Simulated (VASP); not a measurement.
# Si (a cell with a defect) in VASP: further runs, part 2 of 2

VASP 6.6.1.

## Step 3: Single point, PBE

Contents of INCAR:

```
SYSTEM = Si
  ALGO = Normal
  EDIFF = 1E-6
  ENCUT = 520
  GGA = PE
  ISIF = 2
  ISMEAR = 0
  LASPH = .True.
  LCHARG = .False.
  LREAL = Auto
  LWAVE = .False.
  NBANDS = 83
  NELECT = 126.0
  NELM = 100
  PREC = Accurate
  SIGMA = 0.02
```

Contents of KPOINTS:

```
Automatic mesh
0
Gamma
  2 2 2
  0.5 0.5 0.5
```

Contents of POSCAR:

```
Si
1.0
    5.4700937585      5.4700937585     -5.4700937585
   -5.4700937585     -5.4700937585     -5.4700937585
   -5.4700937585      5.4700937585      5.4700937585
Si
31
Direct
    0.2500000110      0.0000000000      0.0285257451
    0.5020470619      0.7518292522      0.0018292191
    0.7497822123      0.4997822013     -0.0020470399
    0.7502178539      0.0000000000      0.4981708030
    0.0285257451      0.0000000000      0.2500000110
    0.2500000110      0.7785257782      0.2500000110
    0.4981708030      0.5002178428      0.2500000110
    0.7502178539      0.2481707919      0.2500000110
    0.0018292191      0.2520470509      0.0018292191
    0.4981708030      0.0000000000      0.7502178539
    0.7497822123      0.7479529932      0.7497822123
    0.0018292191      0.7518292522      0.5020470619
    0.2500000110      0.5002178428      0.4981708030
    0.4714742770      0.2214742660      0.4714742770
   -0.0020470399      0.4997822013      0.7497822123
    0.2500000110      0.2481707919      0.7502178539
    0.2500000110      0.2428888898      0.0008710088
    0.4928889008      0.0000000000      0.0008710088
    0.7579820718      0.7571110630      0.0071111213
    0.7420179030      0.2491290022      0.4991290132
    0.0008710088      0.2428888898      0.2500000110
    0.4928888094      0.7508709505      0.2500000110
    0.7500000331      0.5000000221      0.2500000110
    0.0071111213      0.5079821522      0.0071111213
    0.4991290132      0.2491290022      0.7420179030
    0.7500000331      0.0000000000      0.7500000331
    0.0008710088      0.0000000000      0.4928889008
    0.2500000110      0.7508709505      0.4928888094
    0.4991290132      0.4920178920      0.4991290132
    0.0071111213      0.7571110630      0.7579820718
    0.2500000110      0.5000000221      0.7500000331
```

Potentials or basis: VASP PAW PBE potentials, release 64 (Si).

Launch:

```bash
$ cat potpaw_PBE.64/Si/POTCAR > POTCAR
$ mpirun -np 1 vasp_std > vasp.out
```

OUTCAR:

```text
SYSTEM = Si
   EDIFF = 1E-6
   ENCUT = 520
   GGA = PE
   ISIF = 2
   ISMEAR = 0
   LASPH = .True.
   LREAL = Auto
   NELECT = 126.0
   NELM = 100
   PREC = Accurate

 ion  position               nearest neighbor table
   1  0.250  0.000  0.029-  17 2.40  18 2.40  30 2.40
   2  0.502  0.752  0.002-  18 2.38  22 2.38  31 2.39  19 2.39
   3  0.750  0.500  0.998-  19 2.38  24 2.38  23 2.39  25 2.39
   4  0.750  0.000  0.498-  20 2.38  22 2.38  26 2.39  27 2.39
   5  0.029  0.000  0.250-  21 2.40  27 2.40  19 2.40
   6  0.250  0.779  0.250-  22 2.40  28 2.40  24 2.40
   7  0.498  0.500  0.250-  17 2.38  29 2.38  23 2.39  22 2.39
   8  0.750  0.248  0.250-  18 2.38  20 2.38  23 2.39  21 2.39
   9  0.002  0.252  0.002-  17 2.38  21 2.38  26 2.39  24 2.39
  10  0.498  0.000  0.750-  25 2.38  28 2.38  26 2.39  18 2.39
  11  0.750  0.748  0.750-  19 2.38  30 2.38  26 2.39  29 2.39
  12  0.002  0.752  0.502-  27 2.38  28 2.38  23 2.39  30 2.39
  13  0.250  0.500  0.498-  21 2.38  29 2.38  31 2.39  28 2.39
  14  0.471  0.221  0.471-  25 2.40  20 2.40  29 2.40
  15  0.998  0.500  0.750-  30 2.38  24 2.38  31 2.39  20 2.39
[... 322 lines left out ...]

 k-point     2 :      -0.2500    0.2500    0.2500
  band No.  band energies     occupation
      1      -6.1096      2.00000
      2      -5.1622      2.00000
      3      -5.1016      2.00000
      4      -5.1016      2.00000
      5      -4.9517      2.00000
      6      -4.2903      2.00000
[... 67 lines left out ...]
     74       7.7386      0.00000
     75       7.7795      0.00000
 [bands above 75 left out]

------------------------ aborting loop because EDIFF is reached ----------------------------------------

  FORCE on cell =-STRESS in cart. coord.  units (eV):
  Direction    XX          YY          ZZ          XY          YZ          ZX
  --------------------------------------------------------------------------------------
  -------------------------------------------------------------------------------------
  Total        9.9327234      9.9327234      9.9327234     -0.0000000     -0.0000000      0.0000000
  in kB       24.3071826     24.3071826     24.3071826     -0.0000000     -0.0000000      0.0000000
  external PRESSURE =      24.3071826 kB  Pullay stress =       0.0000000 kB

 VOLUME and BASIS-vectors are now :
 -----------------------------------------------------------------------------
  energy-cutoff  :      520.00
  volume of cell :      654.70
      direct lattice vectors                 reciprocal lattice vectors
     5.470093759  5.470093759 -5.470093759     0.000000000  0.091406111 -0.091406111
    -5.470093759 -5.470093759 -5.470093759    -0.091406111  0.000000000 -0.091406111
    -5.470093759  5.470093759  5.470093759    -0.091406111  0.091406111  0.000000000

 POSITION                                       TOTAL-FORCE (eV/Angst)
 -----------------------------------------------------------------------------------
      1.21148      1.52356     -1.21148         0.004123     -0.004123     -0.004123
     -1.37634     -1.35633     -6.84881         0.001484     -0.002844      0.002844
     -4.09137      6.82642     -1.37634        -0.002844      0.002844      0.001484
      1.37872      6.82880     -1.37872        -0.002844      0.001484      0.002844
     -1.21148      1.52356      1.21148        -0.004123     -0.004123      0.004123
     -4.25861     -1.52356     -4.25861         0.004123      0.004123      0.004123
[... 23 lines left out ...]
     -8.24880      0.04366     -0.03413         0.002157     -0.002157      0.003099
     -5.47009      2.73505      0.00000         0.000000      0.000000      0.000000
 -----------------------------------------------------------------------------------
    total drift:                                0.000018      0.000068      0.000054

  FREE ENERGIE OF THE ION-ELECTRON SYSTEM (eV)
  ---------------------------------------------------
  free  energy   TOTEN  =      -153.0687957642 eV

  energy  without entropy=     -153.0581954867  energy(sigma->0) =     -153.06349563
```

OSZICAR:

```text
N       E                     dE             d eps       ncg     rms          rms(c)
DAV:   1     0.335533663599E+03    0.33553E+03   -0.47944E+04   332   0.125E+03
DAV:   2    -0.122771882169E+03   -0.45831E+03   -0.43224E+03   394   0.178E+02
DAV:   3    -0.155078619082E+03   -0.32307E+02   -0.31652E+02   408   0.422E+01
DAV:   4    -0.155833789861E+03   -0.75517E+00   -0.74843E+00   400   0.789E+00
DAV:   5    -0.155856472742E+03   -0.22683E-01   -0.22644E-01   392   0.133E+00    0.178E+01
DAV:   6    -0.153788959584E+03    0.20675E+01   -0.14543E+00   360   0.262E+00    0.109E+01
DAV:   7    -0.153053261709E+03    0.73570E+00   -0.20208E+00   384   0.326E+00    0.743E-01
DAV:   8    -0.153063116553E+03   -0.98548E-02   -0.15001E-01   360   0.100E+00    0.373E-01
DAV:   9    -0.153067366026E+03   -0.42495E-02   -0.93741E-03   400   0.266E-01    0.218E-01
DAV:  10    -0.153068506546E+03   -0.11405E-02   -0.11769E-03   360   0.915E-02    0.942E-02
DAV:  11    -0.153068776555E+03   -0.27001E-03   -0.36119E-04   376   0.552E-02    0.404E-02
DAV:  12    -0.153068788772E+03   -0.12218E-04   -0.34869E-05   400   0.150E-02    0.245E-02
DAV:  13    -0.153068795006E+03   -0.62337E-05   -0.11496E-05   352   0.970E-03    0.586E-03
DAV:  14    -0.153068795764E+03   -0.75806E-06   -0.49228E-07   208   0.190E-03
   1 F= -.15306880E+03 E0= -.15306350E+03  d E =-.106003E-01
```

Wall time 2.1 min (1 thread of Intel Xeon 6975P-C (Granite Rapids), shared host); peak memory 0.65 GiB.

What came out:

* Free energy: -153.0688 eV
* Largest force: 0.007 eV/Å

Forces in eV/Å, atoms in the order of the input:
```
Si   0.004 -0.004 -0.004
Si   0.001 -0.003  0.003
Si  -0.003  0.003  0.001
Si  -0.003  0.001  0.003
Si  -0.004 -0.004  0.004
Si   0.004  0.004  0.004
Si   0.003  0.003 -0.001
Si  -0.003 -0.003 -0.001
Si   0.003 -0.001  0.003
Si   0.003  0.001 -0.003
Si  -0.003 -0.001 -0.003
Si   0.003 -0.003  0.001
Si  -0.001  0.003  0.003
Si  -0.004  0.004 -0.004
Si   0.001  0.003 -0.003
Si  -0.001 -0.003 -0.003
Si  -0.003 -0.002 -0.002
Si   0.002  0.003 -0.002
Si   0.003 -0.002  0.002
Si   0.003  0.002 -0.002
Si  -0.002 -0.002 -0.003
Si   0.002  0.002 -0.003
Si   0.000  0.000  0.000
Si   0.002 -0.003  0.002
Si  -0.002  0.002  0.003
Si   0.000  0.000  0.000
Si  -0.002  0.003  0.002
Si  -0.003  0.002  0.002
Si  -0.002 -0.003 -0.002
Si   0.002 -0.002  0.003
Si   0.000  0.000  0.000
```

Caveat: the k points lie up to 0.41 Å⁻¹ apart; the cell carries a net charge on a neutralising background, which shifts energy and pressure; the cell is charged against a uniform background, so pressure and absolute levels hang on convention.

## Step 4: Single point, PBE

Contents of INCAR:

```
ALGO = Normal
EDIFF = 1E-7
ENCUT = 520
GGA = PE
ISIF = 2
ISMEAR = 0
LASPH = True
LCHARG = True
LELF = True
LREAL = Auto
LVHAR = True
LWAVE = False
NBANDS = 83
NELECT = 126.0
NELM = 80
PREC = Accurate
SIGMA = 0.02
```

KPOINTS is that of step 3.

Contents of POSCAR:

```
Si
1.0
    5.4700937585      5.4700937585     -5.4700937585
   -5.4700937585     -5.4700937585     -5.4700937585
   -5.4700937585      5.4700937585      5.4700937585
Si
31
Direct
    0.2500000110      0.0000000000      0.2214741746
    0.4991290132      0.7571110630      0.0000000000
    0.7499999417      0.5000000221      0.0000000000
    0.7499999417      0.0000000000      0.5000000221
    0.0071111213      0.0000000000      0.2491290936
    0.2500000110      0.7571111544      0.2491290936
    0.4928889008      0.4920179834      0.2428888898
    0.7420179944      0.2428888898      0.2428888898
    0.0071111213      0.2491290936      0.0000000000
    0.4991290132      0.0000000000      0.7571110630
    0.7579820718      0.7508709505      0.7508709505
    0.0008709174      0.7508709505      0.5079820608
    0.2499999196      0.4999999307      0.4999999307
    0.4928889008      0.2428888898      0.4920179834
    0.0008709174      0.5079820608      0.7508709505
    0.2500000110      0.2491290936      0.7571111544
    0.2500000110      0.2214741746      0.0000000000
    0.4714741856      0.0000000000      0.0000000000
    0.7497821209      0.7518292522      0.0000000000
    0.7502177625      0.2520470509      0.5002178428
   -0.0020471313      0.2481707919      0.2481707919
    0.4981708030      0.7479529018      0.2481707919
    0.7502177625      0.5002178428      0.2520470509
    0.0018292191      0.4997821099      0.0000000000
    0.4981708030      0.2481707919      0.7479529018
    0.7497821209      0.0000000000      0.7518292522
    0.0018292191      0.0000000000      0.4997821099
    0.2499999196      0.7518291608      0.4997821099
    0.5020469705      0.5002178428      0.5002178428
    0.0285258365      0.7785257782      0.7785257782
    0.2499999196      0.4997821099      0.7518291608
```

Launch:

```bash
$ cat potpaw_PBE.64/Si/POTCAR > POTCAR
$ mpirun -np 1 vasp_std > vasp.out
```

It took 2.4 min on 1 thread of Intel Xeon 6975P-C (Granite Rapids), shared host; peak memory 0.65 GiB.

The run converged. Its results:

* Free energy: -153.0683 eV
* Largest force: 0.007 eV/Å

Forces on the atoms (eV/Å):
```
Si  -0.004  0.004  0.004
Si   0.001  0.001  0.005
Si   0.000  0.000  0.000
Si   0.000  0.000  0.000
Si  -0.001 -0.005  0.001
Si   0.005  0.001  0.001
Si  -0.001  0.005 -0.001
Si  -0.005  0.001 -0.001
Si  -0.001 -0.001  0.005
Si   0.001 -0.005 -0.001
Si  -0.005 -0.001  0.001
Si   0.001 -0.001 -0.005
Si   0.000  0.000  0.000
Si  -0.001  0.001 -0.005
Si   0.001  0.005  0.001
Si   0.005 -0.001 -0.001
Si  -0.004 -0.004 -0.004
Si   0.004  0.004 -0.004
Si   0.002  0.002  0.000
Si   0.002  0.000  0.002
Si   0.000  0.002 -0.002
Si  -0.002  0.000 -0.002
Si   0.002 -0.002  0.000
Si  -0.002 -0.002  0.000
Si  -0.002  0.002  0.000
Si   0.002  0.000 -0.002
Si  -0.002  0.000  0.002
Si   0.000  0.002  0.002
Si   0.000 -0.002  0.002
Si   0.004 -0.004  0.004
Si   0.000 -0.002 -0.002
```

Levels at points of the mesh, in eV from the Fermi level:
```
           k point  band 59  band 60  band 61  band 62  band 63  band 64  band 65  band 66
(0.25, 0.25, 0.25)    -0.96    -0.92    -0.92     0.18     0.18     0.18     1.24     1.24
```

Caveat: the k points lie up to 0.41 Å⁻¹ apart; the cell carries a net charge on a neutralising background, which shifts energy and pressure; the cell is charged against a uniform background, so pressure and absolute levels hang on convention.
